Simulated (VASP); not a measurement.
Write the native input for VASP 6.6.1 that does the following.

```
Task                   : single point
Functional             : LDA
Potentials or basis    : VASP PAW LDA potentials, release 64 (Cd)
Cutoff                 : 520 eV
k mesh                 : 15 × 15 × 14
Occupations            : fermi-dirac, width 0.08 eV
Spin                   : no spin polarisation
Dipole correction      : no
Further INCAR settings : ALGO = Normal; EDIFF = 1e-06; NBANDS = 12
```

The structure of Cd lies in POSCAR:

```
Cd
1.0
    2.8294954450      0.0000000000      0.0000000000
   -1.4147477225      2.4504149353      0.0000000000
    0.0000000000      0.0000000000      2.8616742702
Cd
1
Direct
    0.0000000000      0.0000000000      0.0000000000
```

The input as run:

INCAR

```
SYSTEM = Cd
PREC = Accurate
ENCUT = 520
EDIFF = 1E-6
ISMEAR = -1
SIGMA = 0.08
LREAL = .False.
LASPH = .True.
NELM = 100
ALGO = Normal
ISIF = 2
LWAVE = .False.
LCHARG = .False.
NBANDS = 12
```

KPOINTS

```
Automatic mesh
0
Gamma
  15 15 14
  0 0 0
```

Potentials or basis: VASP PAW LDA potentials, release 64 (Cd).

Launch:

```console
$ cat potpaw_LDA.64/Cd/POTCAR > POTCAR
$ mpirun -np 1 vasp_std > vasp.out
```

It gave:

- Pressure: 8.4 GPa
- Band gap on the k mesh: zero (band 6 reaches 7.01 eV, above the bottom of band 7 at -0.22 eV)

Run time: 22 s on 1 thread of Intel Xeon 6975P-C (shared host), peak memory 0.16 GiB.
